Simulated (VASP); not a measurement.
Wanted: the native input for a VASP 6.6.1 run.

```yaml
Task: single point
Functional: PBE
Dispersion: D3(BJ)
Potentials_or_basis: VASP PAW PBE potentials, release 64 (Cd, S)
Cutoff: 520 eV
k_mesh: 8 × 8 × 8
Occupations: gaussian, width 0.05 eV
Spin: no spin polarisation
Dipole_correction: no
Further_INCAR_settings: ALGO = Normal; EDIFF = 1e-07; NBANDS = 26
```

The structure of CdS lies in POSCAR:

```
CdS
1.0
    4.0976668513      0.0000000000      0.0000000000
    2.0488334257     -3.5486835895     -3.8283122367
    2.0488334256      3.5486835895     -3.8283122367
Cd S
2 2
Direct
    0.7861625078      0.2081505230      0.1941700480
    0.2446319098      0.7610550594      0.7750355344
    0.6846513647      0.6574626027      0.9586744391
    0.1615542178      0.1629984815      0.5284533117
```

The input as run:

INCAR

```
PREC = Accurate ; ENCUT = 520
EDIFF = 1E-7 ; ISMEAR = 0
SIGMA = 0.05 ; LREAL = F
LASPH = T ; NELM = 60
ALGO = Normal ; ISIF = 2
LWAVE = F ; LCHARG = F
GGA = PE ; IVDW = 12
NBANDS = 26
```

KPOINTS

```
Automatic mesh
0
Gamma
  8 8 8
```

Potentials or basis: VASP PAW PBE potentials, release 64 (Cd, S).

The run is started by

```bash
$ cat potpaw_PBE.64/Cd/POTCAR potpaw_PBE.64/S/POTCAR > POTCAR
$ mpirun -np 1 vasp_std > vasp.out
```

It gave:

The pressure is 1.8 GPa. The largest force is 2.616 eV/Å and the band gap on the k mesh is 0.23 eV (least direct gap 0.50 eV). The dispersion energy per atom is -0.269 eV.

Caveat: forces of over 1 eV/Å act on the atoms, so gaps and moduli don't describe the material at rest.

Run time: 5.9 min on 1 thread of Intel(R) Xeon(R) Platinum 8559C (Emerald Rapids) (shared host), peak memory 0.68 GiB.
